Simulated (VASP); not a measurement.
A run of VASP 6.6.1 is set up as follows.

The input INCAR:

```
SYSTEM = ZnO
  ALGO = Normal
  EDIFF = 1E-6
  ENCUT = 1340
  GGA = PE
  GGA_COMPAT = .False.
  ISIF = 2
  ISMEAR = 0
  LASPH = .True.
  LCHARG = .False.
  LREAL = .False.
  LWAVE = .False.
  NBANDS = 26
  NELM = 120
  PREC = Accurate
  SIGMA = 0.1
```

Contents of KPOINTS:

```
k-points
0
Gamma
  6 6 4
  0 0 0
```

Contents of POSCAR:

```
ZnO
1.0
    3.2373510200      0.0000000000      0.0000000000
   -1.6186755100      2.8036282300      0.0000000000
    0.0000000000      0.0000000000      5.2220613000
Zn O
2 2
Direct
    0.6666666700      0.3333333300      0.5005917000
    0.3333333300      0.6666666700      0.0005917000
    0.6666666700      0.3333333300      0.8797183000
    0.3333333300      0.6666666700      0.3797183000
```

Potentials or basis: VASP PAW PBE potentials, release 64 (Zn, O_h).

Launch:

```sh
$ cat potpaw_PBE.64/Zn/POTCAR potpaw_PBE.64/O_h/POTCAR > POTCAR
$ mpirun -np 1 vasp_std > vasp.out
```

**Question.** Predict the band gap on the k mesh.

**Answer.** 0.79 eV.

**Question.** What does it give for the pressure?

**Answer.** 6.5 GPa.

Caveat: the cell stands under pressure; semilocal functionals underestimate gaps, and a narrow one can read as zero.
